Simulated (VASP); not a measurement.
A run of VASP 6.6.1 is set up as follows.

Contents of INCAR:

```
SYSTEM = Sn
PREC = Accurate ; ENCUT = 520
EDIFF = 1E-6 ; ISMEAR = -1
SIGMA = 0.05 ; LREAL = .False.
LASPH = .True. ; NELM = 80
ALGO = Normal ; ISIF = 2
LWAVE = .False. ; LCHARG = .True.
GGA = PS ; LELF = .True.
LVHAR = .True. ; NBANDS = 21
```

KPOINTS

```
regular mesh
0
Gamma
  11 11 11
  0 0 0
```

POSCAR

```
Sn
1.0
    0.0000000000      3.2456000000      3.2780560000
    3.2456000000      0.0000000000      3.2780560000
    3.2456000000      3.2456000000      0.0000000000
Sn
2
Direct
    0.5000000000      0.5000000000      0.5000000000
    0.7500000000      0.7500000000      0.7500000000
```

Potentials or basis: VASP PAW PBE potentials, release 64 (Sn_d).

Run with:

```bash
$ cat potpaw_PBE.64/Sn_d/POTCAR > POTCAR
$ mpirun -np 1 vasp_std > vasp.out
```

**Question.** What does it give for the pressure?

**Answer.** 0.5 GPa.

**Question.** Estimate the band gap on the k mesh.

**Answer.** Zero (band 14 reaches 5.48 eV, above the bottom of band 15 at 5.30 eV).

Stress tensor (GPa, compression positive):
```
0.58 0.00 0.00
0.00 0.58 0.00
0.00 0.00 0.28
```

Caveat: the cell differs from its parent crystal (zz strain of +1 %); the PAW data sets were made with another functional, which shifts forces and pressure a little; spin-orbit coupling is left out, which moves the levels of the heavy elements.
